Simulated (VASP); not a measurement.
# Al2O3 (e600) (R-3c) in VASP: single point with PBEsol

Aim: the single point of Al2O3 (e600) with PBEsol.

All numbers are computed with VASP 6.6.1; they aren't measurements. Logs are shortened: lines on timing, memory, paths and dates and some standing lists are left out, and cuts for length are marked.

**The experiment to reproduce.**

From “Multi-petahertz electron interference in Cr:Al2O3 solid-state material”, 2018, pmc:5906618, for a bulk crystal of Al2O3: band gap 8.7 eV (optical).

How close the calculation comes is told below.

## 1. The cell of the first run

The structure is trigonal, space group R-3c (No. 167). Conventional cell: a = 4.773 Å, b = 4.773 Å, c = 13.013 Å, α = 90.00°, β = 90.00°, γ = 120.00°. Within 2.5 Å of Al (site symmetry 3) lie 6 O at 1.86 to 1.97 Å. O (site symmetry 2) has 4 Al at 1.86 to 1.97 Å within 2.5 Å.

## 2. Single point, PBEsol

Contents of INCAR:

```
SYSTEM = Al2O3
ALGO = Normal ; EDIFF = 1E-6
ENCUT = 520 ; GGA = PS
ISIF = 2 ; ISMEAR = 0
LASPH = .True. ; LCHARG = .True.
LELF = .True. ; LREAL = .False.
LVHAR = .True. ; LWAVE = .False.
NBANDS = 35 ; NELM = 60
PREC = Accurate ; SIGMA = 0.02
```

Contents of KPOINTS:

```
k-points
0
Gamma
  6 6 6
  0 0 0
```

Contents of POSCAR:

```
Al2O3
1.0
    2.3866378105      1.3779259824      4.3375827483
   -2.3866378105      1.3779259824      4.3375827483
    0.0000000000     -2.7558519647      4.3375827483
Al O
4 6
Direct
    0.3520470513      0.3520470513      0.3520470513
    0.1479529487      0.1479529487      0.1479529487
    0.6479529487      0.6479529487      0.6479529487
    0.8520470513      0.8520470513      0.8520470513
    0.5558322131      0.9441677869      0.2500000000
    0.2500000000      0.5558322131      0.9441677869
    0.9441677869      0.2500000000      0.5558322131
    0.4441677869      0.0558322131      0.7500000000
    0.7500000000      0.4441677869      0.0558322131
    0.0558322131      0.7500000000      0.4441677869
```

Potentials or basis: VASP PAW PBE potentials, release 64 (Al, O).

On the command line:

```
$ cat potpaw_PBE.64/Al/POTCAR potpaw_PBE.64/O/POTCAR > POTCAR
$ mpirun -np 1 vasp_std > vasp.out
```

OUTCAR:

```text
SYSTEM = Al2O3
   EDIFF = 1E-6
   ENCUT = 520
   GGA = PS
   ISIF = 2
   ISMEAR = 0
   LASPH = .True.
   LREAL = .False.
   NELM = 60
   PREC = Accurate

 ion  position               nearest neighbor table
   1  0.352  0.352  0.352-  10 1.86   8 1.86   9 1.86   5 1.97   6 1.97   7 1.97   2 2.66   3 2.80
                             3 2.80   3 2.80   2 3.23   2 3.23   2 3.23
   2  0.148  0.148  0.148-   9 1.86   8 1.86  10 1.86   5 1.97   7 1.97   6 1.97   1 2.66   4 2.80
                             4 2.80   4 2.80   1 3.23   1 3.23   1 3.23
   3  0.648  0.648  0.648-   7 1.86   5 1.86   6 1.86   8 1.97   9 1.97  10 1.97   4 2.66   1 2.80
                             1 2.80   1 2.80   4 3.23   4 3.23   4 3.23
   4  0.852  0.852  0.852-   6 1.86   5 1.86   7 1.86   8 1.97  10 1.97   9 1.97   3 2.66   2 2.80
                             2 2.80   2 2.80   3 3.23   3 3.23   3 3.23
   5  0.556  0.944  0.250-   3 1.86   4 1.86   1 1.97   2 1.97
   6  0.250  0.556  0.944-   4 1.86   3 1.86   1 1.97   2 1.97
   7  0.944  0.250  0.556-   3 1.86   4 1.86   2 1.97   1 1.97
   8  0.444  0.056  0.750-   1 1.86   2 1.86   3 1.97   4 1.97
   9  0.750  0.444  0.056-   2 1.86   1 1.86   3 1.97   4 1.97
  10  0.056  0.750  0.444-   1 1.86   2 1.86   4 1.97   3 1.97

  LATTYP: Found a trigonal (rhomboedric) cell.
 ALAT       =     5.1390022524
 COS(alpha) =     0.5686344949

  Lattice vectors:

 A1 = (   2.3866378105,   1.3779259824,   4.3375827483)
 A2 = (  -2.3866378105,   1.3779259824,   4.3375827483)
 A3 = (   0.0000000000,  -2.7558519647,   4.3375827483)

Analysis of symmetry for initial positions (statically):
=====================================================================
 Subroutine PRICEL returns:
 Original cell was already a primitive cell.

 Routine SETGRP: Setting up the symmetry group for a
 trigonal (rhombohedral) supercell.

 Subroutine GETGRP returns: Found 12 space group operations
 (whereof  6 operations were pure point group operations)
 out of a pool of 12 trial point group operations.

The static configuration has the point symmetry S_6 .
 The point group associated with its full space group is D_3d.

Analysis of symmetry for dynamics (positions and initial velocities):
=====================================================================
 Subroutine PRICEL returns:
 Original cell was already a primitive cell.

 Routine SETGRP: Setting up the symmetry group for a
 trigonal (rhombohedral) supercell.

 Subroutine GETGRP returns: Found 12 space group operations
 (whereof  6 operations were pure point group operations)
 out of a pool of 12 trial point group operations.

The dynamic configuration has the point symmetry S_6 .
 The point group associated with its full space group is D_3d.

 Subroutine INISYM returns: Found 12 space group operations
 (whereof  6 operations are pure point group operations),
 and found     1 'primitive' translations

----------------------------------------------------------------------------------------

                                     Primitive cell

  volume of cell :      85.5877

  direct lattice vectors                    reciprocal lattice vectors
     2.386637810  1.377925982  4.337582748     0.209499740  0.120954731  0.076847717
    -2.386637810  1.377925982  4.337582748    -0.209499740  0.120954731  0.076847717
     0.000000000 -2.755851965  4.337582748     0.000000000 -0.241909462  0.076847717

  length of vectors
     5.139002252  5.139002252  5.139002252     0.253822299  0.253822299  0.253822299

  position of ions in fractional coordinates (direct lattice)
     0.352047051  0.352047051  0.352047051
     0.147952949  0.147952949  0.147952949
     0.647952949  0.647952949  0.647952949
     0.852047051  0.852047051  0.852047051
     0.555832213  0.944167787  0.250000000
     0.250000000  0.555832213  0.944167787
     0.944167787  0.250000000  0.555832213
     0.444167787  0.055832213  0.750000000
     0.750000000  0.444167787  0.055832213
     0.055832213  0.750000000  0.444167787

  ion indices of the primitive-cell ions
   primitive index   ion index
                 1           1
                 2           2
                 3           3
                 4           4
                 5           5
                 6           6
                 7           7
                 8           8
                 9           9
                10          10

----------------------------------------------------------------------------------------

 KPOINTS: k-points

Automatic generation of k-mesh.
 Grid dimensions read from file:
 generate k-points for:    6    6    6

 Generating k-lattice:

  Cartesian coordinates                     Fractional coordinates (reciprocal lattice)
     0.034916623  0.020159122  0.012807953     0.166666667 -0.000000000  0.000000000
    -0.034916623  0.020159122  0.012807953    -0.000000000  0.166666667  0.000000000
     0.000000000 -0.040318244  0.012807953     0.000000000  0.000000000  0.166666667

  Length of vectors
     0.042303717  0.042303717  0.042303717

  Shift w.r.t. Gamma in fractional coordinates (k-lattice)
     0.000000000  0.000000000  0.000000000

 Subroutine IBZKPT returns following result:
 ===========================================

 Found     32 irreducible k-points:

 Following reciprocal coordinates:
            Coordinates               Weight
  0.000000  0.000000  0.000000      1.000000
  0.166667  0.000000  0.000000      6.000000
  0.333333  0.000000  0.000000      6.000000
  0.500000 -0.000000  0.000000      3.000000
  0.166667  0.166667  0.000000      6.000000
  0.333333  0.166667  0.000000     12.000000
[... 16 lines left out ...]
  0.500000  0.500000  0.166667      6.000000
 -0.333333  0.500000  0.166667     12.000000
 [... further k-points ...]
   k-points           NKPTS =     32   k-points in BZ     NKDIM =     32   number of bands    NBANDS=     35
   number of dos      NEDOS =    301   number of ions     NIONS =     10
   total plane-waves  NPLWV =  64000
   dimension x,y,z NGX =    40 NGY =   40 NGZ =   40
   dimension x,y,z NGXF=    80 NGYF=   80 NGZF=   80
   ions per type =               4   6
   NGX,Y,Z   is equivalent  to a cutoff of  12.94, 12.94, 12.94 a.u.
   NGXF,Y,Z  is equivalent  to a cutoff of  25.88, 25.88, 25.88 a.u.
 SYSTEM =  Al2O3
   PREC   = accura    normal or accurate (medium, high low for compatibility)
   ISTART =      0    job   : 0-new  1-cont  2-samecut
   ICHARG =      2    charge: 1-file 2-atom 10-const
   ISPIN  =      1    spin polarized calculation?
   LNONCOLLINEAR =      F non collinear calculations
   LSORBIT =      F    spin-orbit coupling
   LASPH  =      T    aspherical Exc in radial PAW
   ENCUT  =  520.0 eV  38.22 Ry    6.18 a.u.   9.56  9.56  9.56*2*pi/ulx,y,z
   NELM   =     60;   NELMIN=  2; NELMDL= -5     # of ELM steps
   EDIFF  = 0.1E-05   stopping-criterion for ELM
   LREAL  =      F    real-space projection
   EDIFFG = 0.1E-04   stopping-criterion for IOM
   NSW    =      0    number of steps for IOM
   IBRION =     -1    ionic relax: 0-MD 1-quasi-New 2-CG
   NFREE  =      0    steps in history (QN), initial steepest desc. (CG)
   ISIF   =      2    stress and relaxation
   ISYM   =      2    0-nonsym 1-usesym 2-fastsym
   POTIM  = 0.5000    time-step for ionic-motion
   TEBEG  =    0.0;   TEEND  =   0.0 temperature during run
   PSTRESS=    0.0 pullay stress
   NELECT =      48.0000    total number of electrons
   NUPDOWN=      -1.0000    fix difference up-down
   EMIN   =  10.00;   EMAX   =-10.00  energy-range for DOS
   EFERMI =   0.00;   METHOD = LEGACY
   ISMEAR =     0;   SIGMA  =   0.02  broadening in eV -4-tet -1-fermi 0-gaus
   EFERMI_NEDOS =   21; number of points for ismear=-14 and -15
   IALGO  =     38    algorithm
   IMIX   =      4    mixing-type and parameters
     AMIX     =   0.40;   BMIX     =  1.00
     AMIX_MAG =   1.60;   BMIX_MAG =  1.00
  volume/ion in A,a.u.               =       8.56        57.76
  Fermi-wavevector in a.u.,A,eV,Ry     =   1.350055  2.551234 24.798635  1.822648
  Thomas-Fermi vector in A             =   2.477591
   LORBIT       =      0    0 simple, 1 ext, 2 COOP (PROOUT), +10 PAW based schemes
   GGA     = PS    functional components
   LHFCALC =     F    Hartree Fock is set to
   AEXX    =    0.0000 exact exchange contribution
   IVDW    =     0    specifies the selected vdW correction
   LEPSILON=     F    determine dielectric tensor
   LRPA    =     F    only Hartree local field effects (RPA)
 non-spin polarized calculation
 Gauss-broadening in eV      SIGMA  =   0.02
  energy-cutoff  :      520.00
  volume of cell :       85.59
 maximum number of plane-waves:      2328
 NGX is ok and might be reduce to    40
   NGX = 19   NGY = 19   NGZ = 19

 number of electron      48.0000012 magnetization

 Free energy of the ion-electron system (eV)
  ---------------------------------------------------
  ext. energy  EPLUGINS =         0.00000000
  ---------------------------------------------------
  free energy    TOTEN  =       -78.66424882 eV

  energy without entropy =      -78.66424882  energy(sigma->0) =      -78.66424882

 E-fermi :   6.0792     XC(G=0): -11.9079

 val. band max:        5.9542787844   @ k =   0.0000   0.0000   0.0000
 cond. band min:      11.9993723700   @ k =   0.0000   0.0000   0.0000
 fundamental gap:      6.0450935856
 Fermi energy:         6.0791941393

 k-point     1 :       0.0000    0.0000    0.0000
  band No.  band energies     occupation
      1     -13.1996      2.00000
      2     -10.8431      2.00000
      3     -10.5619      2.00000
      4     -10.5619      2.00000
      5     -10.2375      2.00000
      6     -10.2375      2.00000
[... 27 lines left out ...]
     34      19.4171      0.00000
     35      20.3725      0.00000

 k-point     2 :       0.1667    0.0000    0.0000
  band No.  band energies     occupation
      1     -13.0556      2.00000
      2     -10.9215      2.00000
      3     -10.6415      2.00000
      4     -10.5897      2.00000
      5     -10.3069      2.00000
      6     -10.2482      2.00000
[... 27 lines left out ...]
     34      18.7693      0.00000
     35      20.2597      0.00000
[... 796 lines left out ...]
     34      19.1377      0.00000
     35      19.4836      0.00000

 k-point    24 :      -0.3333    0.5000    0.1667
  band No.  band energies     occupation
      1     -11.8873      2.00000
      2     -11.5088      2.00000
      3     -11.2492      2.00000
      4     -11.0251      2.00000
      5     -10.4277      2.00000
      6     -10.2160      2.00000
[... 27 lines left out ...]
     34      19.1516      0.00000
     35      19.2976      0.00000

 [... further k-points ...]
[... 5 lines left out ...]
  --------------------------------------------------------------------------------------
  -------------------------------------------------------------------------------------
  Total        0.0968337      0.0968337      0.0667557      0.0000000      0.0000000      0.0000000
  in kB        1.8126987      1.8126987      1.2496478      0.0000000      0.0000000      0.0000000
  external PRESSURE =       1.6250151 kB  Pullay stress =       0.0000000 kB

 VOLUME and BASIS-vectors are now :
 -----------------------------------------------------------------------------
  energy-cutoff  :      520.00
  volume of cell :       85.59
      direct lattice vectors                 reciprocal lattice vectors
     2.386637810  1.377925982  4.337582748     0.209499740  0.120954731  0.076847717
    -2.386637810  1.377925982  4.337582748    -0.209499740  0.120954731  0.076847717
     0.000000000 -2.755851965  4.337582748     0.000000000 -0.241909462  0.076847717

 POSITION                                       TOTAL-FORCE (eV/Angst)
 -----------------------------------------------------------------------------------
      0.00000      0.00000      4.58110         0.000000      0.000000      0.005755
      0.00000      0.00000      1.92527         0.000000     -0.000000     -0.005755
      0.00000      0.00000      8.43165         0.000000     -0.000000     -0.005755
      0.00000      0.00000     11.08747         0.000000      0.000000      0.005755
     -0.92682      1.37793      7.59077        -0.000039     -0.000000     -0.000000
     -0.72991     -1.49161      7.59077         0.000019     -0.000034     -0.000000
      1.65673      0.11368      7.59077         0.000019      0.000034     -0.000000
      0.92682     -1.37793      5.42198         0.000039     -0.000000     -0.000000
      0.72991      1.49161      5.42198        -0.000019      0.000034     -0.000000
     -1.65673     -0.11368      5.42198        -0.000019     -0.000034     -0.000000
 -----------------------------------------------------------------------------------
    total drift:                                0.000000     -0.000000      0.000000

  FREE ENERGIE OF THE ION-ELECTRON SYSTEM (eV)
  ---------------------------------------------------
  free  energy   TOTEN  =       -78.6642488232 eV

  energy  without entropy=      -78.6642488232  energy(sigma->0) =      -78.66424882
```

Run time: 80 s. Hardware: 1 thread of Intel Xeon Platinum 8375C at 2.90GHz (Ice Lake), shared host; peak memory 0.26 GiB.

What came out:

| Property | Result |
| --- | --- |
| Free energy | -78.6642 eV |
| Pressure | 0.2 GPa |
| Largest force | 0.006 eV/Å |
| Band gap on the k mesh | 6.05 eV, direct |

Forces in eV/Å, atoms in the order of the input:
```
Al   0.000  0.000  0.006
Al   0.000  0.000 -0.006
Al   0.000  0.000 -0.006
Al   0.000  0.000  0.006
O    0.000  0.000  0.000
O    0.000  0.000  0.000
O    0.000  0.000  0.000
O    0.000  0.000  0.000
O    0.000  0.000  0.000
O    0.000  0.000  0.000
```

Levels at points of the mesh, in eV from the valence-band top:
| k point | band 21 | band 22 | band 23 | band 24 | band 25 | band 26 | band 27 | band 28 |
| --- | --- | --- | --- | --- | --- | --- | --- | --- |
| (0.00, 0.00, 0.00) | -0.50 | -0.04 | -0.04 | 0.00 | 6.05 | 8.91 | 10.60 | 11.34 |
| (0.50, 0.00, 0.00) | -0.91 | -0.91 | -0.27 | -0.27 | 9.26 | 9.26 | 9.48 | 9.48 |
| (0.50, 0.50, 0.00) | -1.01 | -0.91 | -0.74 | -0.25 | 9.41 | 9.55 | 9.74 | 10.23 |
| (0.50, 0.50, 0.50) | -0.38 | -0.38 | -0.38 | -0.38 | 8.48 | 8.48 | 10.91 | 10.91 |

Caveat: the PAW data sets were made with another functional, which shifts forces and pressure a little.

## 3. How close it comes

Step 2. Against the measured gap of Al2O3, 8.7 eV (optical; quoted in “Multi-petahertz electron interference in Cr:Al2O3 solid-state material”, 2018, pmc:5906618), the calculated 6.05 eV is off by -2.65 eV. The value is that of PBEsol on a finite k mesh, which can miss the band edges, without temperature or zero-point motion. Semilocal functionals fall short of measured gaps as a rule.
